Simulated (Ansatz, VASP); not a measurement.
**TiC in VASP and in Ansatz**

File INCAR:

```
SYSTEM = TiC
PREC = Accurate
ENCUT = 520
EDIFF = 1E-6
ISMEAR = -1
SIGMA = 0.08
LREAL = .FALSE.
LASPH = .TRUE.
NELM = 100
ALGO = Normal
ISIF = 2
LWAVE = .FALSE.
LCHARG = .FALSE.
GGA = PE
NBANDS = 15
```

File KPOINTS:

```
regular mesh
0
G
  14 14 14
  0 0 0
```

POSCAR

```
TiC
1.0
    2.7112596127      0.0000000000      0.0000000000
    0.0000000000      2.7112596127      0.0000000000
    0.0000000000      0.0000000000      2.7112596127
Ti C
1 1
Direct
    0.0000000000      0.0000000000      0.0000000000
    0.5000000000      0.5000000000      0.5000000000
```

Input for Ansatz:

```yaml
crystal:
  lattice:
    - [2.7112596127, 0.0, 0.0]
    - [0.0, 2.7112596127, 0.0]
    - [0.0, 0.0, 2.7112596127]
  atoms:
    - { symbol: Ti, position: [0.0, 0.0, 0.0] }
    - { symbol: C, position: [0.5, 0.5, 0.5] }
kpoints:
  mp_grid: { grid: [14, 14, 14] }
  band_path:
    path:
      - [0.0, 0.0, 0.0]
      - [0.0, 0.5, 0.0]
      - [0.5, 0.5, 0.0]
      - [0.0, 0.0, 0.0]
      - [0.5, 0.5, 0.5]
      - [0.0, 0.5, 0.0]
      - [0.5, 0.5, 0.5]
      - [0.5, 0.5, 0.0]
    npoints: 14
scf:
  occupations: { method: fermi_dirac, width: 0.08 }
hamiltonian:
  xc: pbe
  pseudopotentials: { kind: all_electron, lapw: { basis_error: 0.001 } }
output:
  forces: true
  stress: true
  eigenvalues: true
  populations: true
  dos: { projected: true, de: 0.2, e_range: [-14, 8] }
```

Alike in both runs: task single point; functional PBE; k mesh 14 × 14 × 14; occupations fermi-dirac, width 0.08 eV; no spin polarisation.

```csv
,VASP,Ansatz
version,VASP 6.6.1,Ansatz 0.2.0
potentials or method,"VASP PAW PBE potentials, release 64 (Ti_sv, C), cutoff 520 eV","all-electron LAPW, scalar-relativistic"
```

Ansatz gave:

- pressure (GPa): 0.0

Estimate VASP's values.

pressure (GPa): 0.2.

Ansatz ran all-electron here, and VASP with PAW potentials.
